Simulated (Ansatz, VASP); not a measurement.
## O in VASP and in Ansatz

```
O
1.0
     0.00000    2.10755    3.34485
     1.47835    0.00000    3.34485
     1.47835    2.10755    0.00000
O
2
Direct
  0.08710 0.08710 0.91290
  0.91290 0.91290 0.08710
```

Alike in both runs: task electric field gradients; functional PBE; k mesh 17 × 17 × 17; occupations fermi-dirac, width 0.03 eV; no spin polarisation.

|  | VASP | Ansatz |
| --- | --- | --- |
| version | VASP 6.6.1 | Ansatz 0.2.0 |
| potentials or method | VASP PAW PBE potentials, release 64 (O) | PAW with Ansatz's default frozen-core files, scalar-relativistic |
| plane-wave cutoff (eV) | 520 | 420 |
| valence electrons in the cell | 12 | 12 |

Ansatz gave:

| Quantity | Value |
| --- | --- |
| pressure (GPa) | 12.9 |
| traceless stress, the component that is largest in VASP (GPa) | 32.28 |
| rms of the force components (eV/Å) | 2.186 |
| size of Vzz on the site where it differs most (V/Å²) | 112.7 |

Task: Estimate VASP's values.

Result: Pressure (GPa): 18.2; traceless stress, the component that is largest in VASP (GPa): 43.78; rms of the force components (eV/Å): 3.319; size of Vzz on the site where it differs most (V/Å²): 113.5.

Atom by atom the forces differ by 1.133 eV/Å (rms over components).

Noted on VASP's run: the standard files for N, O and F lose accuracy on very short bonds; spin is off for a triplet molecule.
